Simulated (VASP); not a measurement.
Wanted: the native input for a VASP 6.6.1 run.

```yaml
Task: single point
Functional: PBEsol
Potentials_or_basis: VASP PAW PBE potentials, release 64 (Ti_sv, B)
Cutoff: 520 eV
k_mesh: 22 × 22 × 22
Occupations: gaussian, width 0.15 eV
Spin: no spin polarisation
Dipole_correction: no
Further_INCAR_settings: ALGO = Normal; EDIFF = 1e-06; NBANDS = 14
```

The structure of TiB lies in POSCAR:

```
TiB
1.0
    0.0000000000      1.9250629472      2.5025818313
    1.9250629472      0.0000000000      2.5025818313
    1.9250629472      1.9250629472      0.0000000000
Ti B
1 1
Direct
    0.7500000000      0.7500000000      0.7500000000
    0.0000000000      0.0000000000      0.0000000000
```

This cell differs from its parent crystal: ratio of the length along z to the lengths across it x 1.3, volume and fractional coordinates fixed.

One way to write it, as run:

INCAR

```
SYSTEM = TiB
ALGO     = Normal         ! electronic algorithm
EDIFF    = 1E-6           ! SCF threshold, eV
ENCUT    = 520            ! plane-wave cutoff, eV
GGA      = PS             ! functional
ISIF     = 2              ! what is computed and relaxed
ISMEAR   = 0              ! smearing method
LASPH    = .True.         ! aspherical terms in the spheres
LCHARG   = .False.        ! write CHGCAR
LREAL    = .False.        ! projectors in reciprocal space
LWAVE    = .False.        ! write WAVECAR
NBANDS   = 14             ! bands
NELM     = 60             ! most SCF steps
PREC     = Accurate       ! precision mode
SIGMA    = 0.15           ! smearing width, eV
```

KPOINTS

```
k-points
0
Gamma
  22 22 22
  0 0 0
```

Potentials or basis: VASP PAW PBE potentials, release 64 (Ti_sv, B).

Command:

```sh
$ cat potpaw_PBE.64/Ti_sv/POTCAR potpaw_PBE.64/B/POTCAR > POTCAR
$ mpirun -np 1 vasp_std > vasp.out
```

It gave:

The pressure is 105.0 GPa.

Caveat: the PAW data sets were made with another functional, which shifts forces and pressure a little.

Wall time 55 s on 1 thread of Intel(R) Xeon(R) 6975P-C (Granite Rapids) (shared host), peak memory 0.32 GiB.
